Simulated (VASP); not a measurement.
# Cu (Fm-3m) in VASP: a series of runs

Cu is run at these levels: revPBE; tasks: single point.

Everything below comes from runs of VASP 6.6.1. Logs are shortened: lines on timing, memory, paths and dates and some standing lists are left out, and cuts for length are marked.

## (1) The cell of the first run

Symmetry: Fm-3m, No. 225, cubic system. The conventional cell has a = 3.755 Å, b = 3.755 Å, c = 3.755 Å, α = 90.00°, β = 90.00°, γ = 90.00°. Within 3.5 Å of Cu (site symmetry m-3m) lie 12 Cu at 2.66 Å.

## (2) Single point, revPBE (volume scaled by 1.08)

Input file INCAR:

```
SYSTEM = Cu
PREC = Accurate
ENCUT = 520
EDIFF = 1E-7
ISMEAR = -1
SIGMA = 0.1
LREAL = .FALSE.
LASPH = .TRUE.
NELM = 100
ALGO = Normal
ISIF = 2
LWAVE = .FALSE.
LCHARG = .FALSE.
GGA = RE
NBANDS = 12
```

Input file KPOINTS:

```
Automatic mesh
0
G
  24 24 24
  0 0 0
```

Input file POSCAR:

```
Cu
1.0
    0.0000000000      1.8776690076      1.8776690076
    1.8776690076      0.0000000000      1.8776690076
    1.8776690076      1.8776690076      0.0000000000
Cu
1
Direct
    0.0000000000      0.0000000000      0.0000000000
```

Potentials or basis: VASP PAW PBE potentials, release 64 (Cu).

On the command line:

```sh
$ cat potpaw_PBE.64/Cu/POTCAR > POTCAR
$ mpirun -np 1 vasp_std > vasp.out
```

OUTCAR:

```text
SYSTEM = Cu
   PREC = Accurate
   ENCUT = 520
   EDIFF = 1E-7
   ISMEAR = -1
   LREAL = .FALSE.
   LASPH = .TRUE.
   NELM = 100
   ISIF = 2
   GGA = RE

 ion  position               nearest neighbor table
   1  0.000  0.000  0.000-

  LATTYP: Found a face centered cubic cell.
 ALAT       =     3.7553380152

  Lattice vectors:

 A1 = (   0.0000000000,   1.8776690076,   1.8776690076)
 A2 = (   1.8776690076,   0.0000000000,   1.8776690076)
 A3 = (   1.8776690076,   1.8776690076,   0.0000000000)

Analysis of symmetry for initial positions (statically):
=====================================================================
 Subroutine PRICEL returns:
 Original cell was already a primitive cell.

 Routine SETGRP: Setting up the symmetry group for a
 face centered cubic supercell.

 Subroutine GETGRP returns: Found 48 space group operations
 (whereof 48 operations were pure point group operations)
 out of a pool of 48 trial point group operations.

The static configuration has the point symmetry O_h .

Analysis of symmetry for dynamics (positions and initial velocities):
=====================================================================
 Subroutine PRICEL returns:
 Original cell was already a primitive cell.

 Routine SETGRP: Setting up the symmetry group for a
 face centered cubic supercell.

 Subroutine GETGRP returns: Found 48 space group operations
 (whereof 48 operations were pure point group operations)
 out of a pool of 48 trial point group operations.

The dynamic configuration has the point symmetry O_h .

 Subroutine INISYM returns: Found 48 space group operations
 (whereof 48 operations are pure point group operations),
 and found     1 'primitive' translations

----------------------------------------------------------------------------------------

                                     Primitive cell

  volume of cell :      13.2400

  direct lattice vectors                    reciprocal lattice vectors
     0.000000000  1.877669008  1.877669008    -0.266287614  0.266287614  0.266287614
     1.877669008  0.000000000  1.877669008     0.266287614 -0.266287614  0.266287614
     1.877669008  1.877669008  0.000000000     0.266287614  0.266287614 -0.266287614

  length of vectors
     2.655424976  2.655424976  2.655424976     0.461223677  0.461223677  0.461223677

  position of ions in fractional coordinates (direct lattice)
     0.000000000  0.000000000  0.000000000

  ion indices of the primitive-cell ions
   primitive index   ion index
                 1           1

----------------------------------------------------------------------------------------

 KPOINTS: Automatic mesh

Automatic generation of k-mesh.
 Grid dimensions read from file:
 generate k-points for:   24   24   24

 Generating k-lattice:

  Cartesian coordinates                     Fractional coordinates (reciprocal lattice)
    -0.011095317  0.011095317  0.011095317     0.041666667  0.000000000  0.000000000
     0.011095317 -0.011095317  0.011095317     0.000000000  0.041666667  0.000000000
     0.011095317  0.011095317 -0.011095317     0.000000000  0.000000000  0.041666667

  Length of vectors
     0.019217653  0.019217653  0.019217653

  Shift w.r.t. Gamma in fractional coordinates (k-lattice)
     0.000000000  0.000000000  0.000000000

 Subroutine IBZKPT returns following result:
 ===========================================

 Found    413 irreducible k-points:

 Following reciprocal coordinates:
            Coordinates               Weight
  0.000000  0.000000  0.000000      1.000000
  0.041667  0.000000  0.000000      8.000000
  0.083333  0.000000  0.000000      8.000000
  0.125000  0.000000  0.000000      8.000000
  0.166667  0.000000  0.000000      8.000000
  0.208333  0.000000  0.000000      8.000000
[... 16 lines left out ...]
  0.416667  0.041667  0.000000     24.000000
  0.458333  0.041667  0.000000     24.000000
 [... further k-points ...]
   k-points           NKPTS =    413   k-points in BZ     NKDIM =    413   number of bands    NBANDS=     12
   number of dos      NEDOS =    301   number of ions     NIONS =      1
   total plane-waves  NPLWV =   8000
   dimension x,y,z NGX =    20 NGY =   20 NGZ =   20
   dimension x,y,z NGXF=    40 NGYF=   40 NGZF=   40
   ions per type =               1
   NGX,Y,Z   is equivalent  to a cutoff of  12.52, 12.52, 12.52 a.u.
   NGXF,Y,Z  is equivalent  to a cutoff of  25.04, 25.04, 25.04 a.u.
 SYSTEM =  Cu
   PREC   = accura    normal or accurate (medium, high low for compatibility)
   ISTART =      0    job   : 0-new  1-cont  2-samecut
   ICHARG =      2    charge: 1-file 2-atom 10-const
   ISPIN  =      1    spin polarized calculation?
   LNONCOLLINEAR =      F non collinear calculations
   LSORBIT =      F    spin-orbit coupling
   LASPH  =      T    aspherical Exc in radial PAW
   ENCUT  =  520.0 eV  38.22 Ry    6.18 a.u.   4.94  4.94  4.94*2*pi/ulx,y,z
   NELM   =    100;   NELMIN=  2; NELMDL= -5     # of ELM steps
   EDIFF  = 0.1E-06   stopping-criterion for ELM
   LREAL  =      F    real-space projection
   EDIFFG = 0.1E-05   stopping-criterion for IOM
   NSW    =      0    number of steps for IOM
   IBRION =     -1    ionic relax: 0-MD 1-quasi-New 2-CG
   NFREE  =      0    steps in history (QN), initial steepest desc. (CG)
   ISIF   =      2    stress and relaxation
   ISYM   =      2    0-nonsym 1-usesym 2-fastsym
   POTIM  = 0.5000    time-step for ionic-motion
   TEBEG  =    0.0;   TEEND  =   0.0 temperature during run
   PSTRESS=    0.0 pullay stress
   NELECT =      11.0000    total number of electrons
   NUPDOWN=      -1.0000    fix difference up-down
   EMIN   =  10.00;   EMAX   =-10.00  energy-range for DOS
   EFERMI =   0.00;   METHOD = LEGACY
   ISMEAR =    -1;   SIGMA  =   0.10  broadening in eV -4-tet -1-fermi 0-gaus
   EFERMI_NEDOS =   21; number of points for ismear=-14 and -15
   IALGO  =     38    algorithm
   IMIX   =      4    mixing-type and parameters
     AMIX     =   0.40;   BMIX     =  1.00
     AMIX_MAG =   1.60;   BMIX_MAG =  1.00
  volume/ion in A,a.u.               =      13.24        89.35
  Fermi-wavevector in a.u.,A,eV,Ry     =   1.539017  2.908320 32.226388  2.368573
  Thomas-Fermi vector in A             =   2.645304
   LORBIT       =      0    0 simple, 1 ext, 2 COOP (PROOUT), +10 PAW based schemes
   GGA     = RE    functional components
   LHFCALC =     F    Hartree Fock is set to
   AEXX    =    0.0000 exact exchange contribution
   IVDW    =     0    specifies the selected vdW correction
   LEPSILON=     F    determine dielectric tensor
   LRPA    =     F    only Hartree local field effects (RPA)
 non-spin polarized calculation
  energy-cutoff  :      520.00
  volume of cell :       13.24
 maximum number of plane-waves:       368
   NGX =  9   NGY =  9   NGZ =  9

 number of electron      11.0000014 magnetization

 Free energy of the ion-electron system (eV)
  ---------------------------------------------------
  ext. energy  EPLUGINS =         0.00000000
  ---------------------------------------------------
  free energy    TOTEN  =        -3.33400260 eV

  energy without entropy =       -3.32430108  energy(sigma->0) =       -3.32915184

 E-fermi :   6.3813     XC(G=0): -11.9744

 val. band max:        6.3702845959   @ k =   0.4167   0.4167   0.0000
 cond. band min:       6.3842117315   @ k =   0.5000   0.1667   0.0417
 fundamental gap:      0.0139271356
 Fermi energy:         6.3813352390

 k-point     1 :       0.0000    0.0000    0.0000
  band No.  band energies     occupation
      1      -2.1418      2.00000
      2       3.6686      2.00000
      3       3.6686      2.00000
      4       3.6686      2.00000
      5       4.3541      2.00000
      6       4.3541      2.00000
      7      27.9949      0.00000
      8      29.8556      0.00000
      9      29.8556      0.00000
     10      29.8556      0.00000
     11      32.2750      0.00000
     12      32.2750      0.00000

 k-point     2 :       0.0417    0.0000    0.0000
  band No.  band energies     occupation
      1      -2.0835      2.00000
      2       3.6575      2.00000
      3       3.6789      2.00000
      4       3.6789      2.00000
      5       4.3500      2.00000
      6       4.3500      2.00000
      7      27.5983      0.00000
      8      28.9991      0.00000
      9      29.6430      0.00000
     10      29.6430      0.00000
     11      32.5772      0.00000
     12      32.5772      0.00000

 k-point     3 :       0.0833    0.0000    0.0000
  band No.  band energies     occupation
      1      -1.9092      2.00000
      2       3.6259      2.00000
      3       3.7075      2.00000
      4       3.7075      2.00000
      5       4.3401      2.00000
      6       4.3401      2.00000
      7      25.9869      0.00000
      8      28.5364      0.00000
      9      29.1909      0.00000
     10      29.1910      0.00000
     11      33.2914      0.00000
     12      33.2914      0.00000

 k-point     4 :       0.1250    0.0000    0.0000
  band No.  band energies     occupation
      1      -1.6222      2.00000
      2       3.5791      2.00000
      3       3.7472      2.00000
      4       3.7472      2.00000
      5       4.3308      2.00000
      6       4.3308      2.00000
      7      23.9450      0.00000
      8      28.3844      0.00000
      9      28.7006      0.00000
     10      28.7007      0.00000
     11      34.1732      0.00000
     12      34.1735      0.00000

 k-point     5 :       0.1667    0.0000    0.0000
  band No.  band energies     occupation
      1      -1.2284      2.00000
      2       3.5264      2.00000
      3       3.7851      2.00000
      4       3.7851      2.00000
      5       4.3341      2.00000
      6       4.3341      2.00000
      7      21.8751      0.00000
      8      28.2272      0.00000
      9      28.2459      0.00000
     10      28.2459      0.00000
     11      34.1651      0.00000
     12      34.7319      0.00000

 k-point     6 :       0.2083    0.0000    0.0000
  band No.  band energies     occupation
      1      -0.7385      2.00000
      2       3.4817      2.00000
      3       3.8055      2.00000
      4       3.8055      2.00000
      5       4.3638      2.00000
      6       4.3638      2.00000
      7      19.8511      0.00000
      8      27.8501      0.00000
      9      27.8501      0.00000
     10      28.0154      0.00000
     11      34.0015      0.00000
     12      34.0026      0.00000

 k-point     7 :       0.2500    0.0000    0.0000
  band No.  band energies     occupation
      1      -0.1722      2.00000
      2       3.4670      2.00000
      3       3.8000      2.00000
      4       3.8000      2.00000
      5       4.4258      2.00000
      6       4.4258      2.00000
      7      17.8992      0.00000
      8      27.5205      0.00000
      9      27.5205      0.00000
     10      27.7506      0.00000
     11      33.0242      0.00000
     12      33.0242      0.00000

 k-point     8 :       0.2917    0.0000    0.0000
  band No.  band energies     occupation
      1       0.4335      2.00000
      2       3.5189      2.00000
      3       3.7736      2.00000
      4       3.7736      2.00000
      5       4.5117      2.00000
      6       4.5117      2.00000
      7      16.0358      0.00000
      8      27.2578      0.00000
      9      27.2578      0.00000
     10      27.4568      0.00000
     11      32.1228      0.00000
     12      32.1228      0.00000
[... 166 lines left out ...]
 k-point    20 :       0.2917    0.0417    0.0000
  band No.  band energies     occupation
      1       0.2762      2.00000
      2       3.4628      2.00000
      3       3.7786      2.00000
      4       3.8014      2.00000
      5       4.4474      2.00000
      6       4.5418      2.00000
      7      16.6880      0.00000
      8      26.1510      0.00000
      9      26.8334      0.00000
     10      28.8325      0.00000
     11      31.3278      0.00000
     12      33.5128      0.00000

 k-point    21 :       0.3333    0.0417    0.0000
  band No.  band energies     occupation
      1       0.8694      2.00000
      2       3.5784      2.00000
      3       3.7372      2.00000
      4       3.7691      2.00000
      5       4.5695      2.00000
      6       4.6293      2.00000
      7      14.8921      0.00000
      8      25.9776      0.00000
      9      26.6296      0.00000
     10      28.1639      0.00000
     11      30.9815      0.00000
     12      32.6691      0.00000

 k-point    22 :       0.3750    0.0417    0.0000
  band No.  band energies     occupation
      1       1.3689      2.00000
      2       3.6951      2.00000
      3       3.7324      2.00000
      4       3.8525      2.00000
      5       4.7122      2.00000
      6       4.7193      2.00000
      7      13.2158      0.00000
      8      25.9017      0.00000
      9      26.4635      0.00000
     10      27.5189      0.00000
     11      30.7302      0.00000
     12      31.9279      0.00000

 k-point    23 :       0.4167    0.0417    0.0000
  band No.  band energies     occupation
      1       1.6971      2.00000
      2       3.6597      2.00000
      3       3.6989      2.00000
      4       4.2581      2.00000
      5       4.7789      2.00000
      6       4.9571      2.00000
      7      11.6980      0.00000
      8      25.9267      0.00000
      9      26.3264      0.00000
     10      26.9599      0.00000
     11      30.5846      0.00000
     12      31.2994      0.00000

 k-point    24 :       0.4583    0.0417    0.0000
  band No.  band energies     occupation
      1       1.8637      2.00000
      2       3.6355      2.00000
      3       3.6739      2.00000
      4       4.5461      2.00000
      5       4.8206      2.00000
      6       5.4235      1.99986
      7      10.4320      0.00000
      8      26.0547      0.00000
      9      26.1405      0.00000
     10      26.5996      0.00000
     11      30.5502      0.00000
     12      30.7893      0.00000

 [... further k-points ...]
[... 5 lines left out ...]
  --------------------------------------------------------------------------------------
  -------------------------------------------------------------------------------------
  Total       -0.6254023     -0.6254023     -0.6254023      0.0000000      0.0000000      0.0000000
  in kB      -75.6803200    -75.6803200    -75.6803200      0.0000000      0.0000000      0.0000000
  external PRESSURE =     -75.6803200 kB  Pullay stress =       0.0000000 kB

 VOLUME and BASIS-vectors are now :
 -----------------------------------------------------------------------------
  energy-cutoff  :      520.00
  volume of cell :       13.24
      direct lattice vectors                 reciprocal lattice vectors
     0.000000000  1.877669008  1.877669008    -0.266287614  0.266287614  0.266287614
     1.877669008  0.000000000  1.877669008     0.266287614 -0.266287614  0.266287614
     1.877669008  1.877669008  0.000000000     0.266287614  0.266287614 -0.266287614

 POSITION                                       TOTAL-FORCE (eV/Angst)
 -----------------------------------------------------------------------------------
      0.00000      0.00000      0.00000         0.000000      0.000000      0.000000
 -----------------------------------------------------------------------------------
    total drift:                                0.000000      0.000000      0.000000

  FREE ENERGIE OF THE ION-ELECTRON SYSTEM (eV)
  ---------------------------------------------------
  free  energy   TOTEN  =        -3.3340026012 eV

  energy  without entropy=       -3.3243010783  energy(sigma->0) =       -3.32915184
```

Run time: 25 s. Hardware: 1 thread of Intel Xeon 6975P-C (Granite Rapids), shared host; peak memory 0.17 GiB.

What came out:

* Free energy: -3.3340 eV
* Pressure: -7.6 GPa

Caveat: the cell differs from its parent crystal (volume scaled by 1.08); the PAW data sets were made with another functional, which shifts forces and pressure a little.

## (3) Single point, revPBE (volume scaled by 1.12)

Input file INCAR:

```
SYSTEM = Cu
ALGO = Normal
EDIFF = 1E-7
ENCUT = 520
GGA = RE
ISIF = 2
ISMEAR = -1
LASPH = .True.
LCHARG = .False.
LREAL = .False.
LWAVE = .False.
NBANDS = 12
NELM = 100
PREC = Accurate
SIGMA = 0.1
```

Input file KPOINTS:

```
k-points
0
Gamma
  24 24 24
  0 0 0
```

Input file POSCAR:

```
Cu
1.0
    0.0000000000      1.9005696671      1.9005696671
    1.9005696671      0.0000000000      1.9005696671
    1.9005696671      1.9005696671      0.0000000000
Cu
1
Direct
    0.0000000000      0.0000000000      0.0000000000
```

Potentials or basis: VASP PAW PBE potentials, release 64 (Cu).

On the command line:

```sh
$ cat potpaw_PBE.64/Cu/POTCAR > POTCAR
$ mpirun -np 1 vasp_std > vasp.out
```

Wall time 26 s (1 thread of Intel Xeon 6975P-C (Granite Rapids), shared host); peak memory 0.17 GiB.

It converged, with:

```
Free energy : -3.3067 eV
Pressure    : -10.4 GPa
```

Levels at points of the mesh, in eV from the Fermi level:
| k point | band 3 | band 4 | band 5 | band 6 | band 7 | band 8 | band 9 | band 10 |
| --- | --- | --- | --- | --- | --- | --- | --- | --- |
| (0.00, 0.00, 0.00) | -2.62 | -2.62 | -1.97 | -1.97 | 21.32 | 22.92 | 22.92 | 22.92 |
| (0.50, 0.00, 0.00) | -2.64 | -1.52 | -1.52 | -0.60 | 3.06 | 19.87 | 19.87 | 19.88 |
| (0.50, 0.50, 0.00) | -1.54 | -1.41 | -1.41 | 1.60 | 6.12 | 11.98 | 11.98 | 16.07 |

Caveat: the cell differs from its parent crystal (volume scaled by 1.12); the PAW data sets were made with another functional, which shifts forces and pressure a little.

## (4) Single point, revPBE, non-collinear spin, zero start, spin-orbit coupling

This run uses another cell than the first one, of 12.26 Å³/atom, 0.926 times its volume.

Input file INCAR:

```
SYSTEM = Cu
PREC = Accurate
ENCUT = 520
EDIFF = 1E-6
ISMEAR = -1
SIGMA = 0.1
LREAL = .FALSE.
LASPH = .TRUE.
NELM = 150
ALGO = Normal
ISIF = 2
LWAVE = .FALSE.
LCHARG = .FALSE.
LNONCOLLINEAR = .TRUE.
MAGMOM = 0 0 0
LORBIT = 11
LSORBIT = .TRUE.
GGA_COMPAT = .FALSE.
LORBMOM = .TRUE.
LMAXMIX = 4
GGA = RE
NBANDS = 22
```

Input file KPOINTS:

```
Automatic mesh
0
G
  15 15 15
  0 0 0
```

Input file POSCAR:

```
Cu
1.0
    0.0000000000      1.8301124949      1.8301124949
    1.8301124949      0.0000000000      1.8301124949
    1.8301124949      1.8301124949      0.0000000000
Cu
1
Direct
    0.0000000000      0.0000000000      0.0000000000
```

On the command line:

```sh
$ cat potpaw_PBE.64/Cu/POTCAR > POTCAR
$ mpirun -np 1 vasp_ncl > vasp.out
```

Run time: 30 s. Hardware: 1 thread of Intel Xeon 6975P-C (Granite Rapids), shared host; peak memory 0.18 GiB.

Results (log left out):

| Item | Value |
| --- | --- |
| Free energy | -3.3618 eV |
| Pressure | 0.3 GPa |
| Net moment | 0.00 μB per cell |
| Valence electrons inside the program's atomic spheres | Cu 9.96 |

Moments on the atoms (μB; x, y, z):
```
Cu  0.00 0.00 0.00
```

Caveat: the PAW data sets were made with another functional, which shifts forces and pressure a little.

## (5) Overview

| spin | cell | k mesh | gap on the mesh (eV) | pressure (GPa) |
| --- | --- | --- | --- | --- |
| off | a = 2.655 Å, angles 60.0°, 1 atom | 24 × 24 × 24 | none | -7.6 |
| off | a = 2.688 Å, angles 60.0°, 1 atom | 24 × 24 × 24 | none | -10.4 |
| non-collinear, zero start, SOC | a = 2.588 Å, angles 60.0°, 1 atom | 15 × 15 × 15 | - | 0.3 |

Alike in all rows: task single point; level revPBE; potentials or basis VASP PAW PBE potentials, release 64 (Cu); cutoff (eV) 520; smearing fermi-dirac 0.1 eV.

Caveats: the PAW data sets were made with another functional, which shifts forces and pressure a little.

Absolute energies hang on the potentials; compare differences alone.
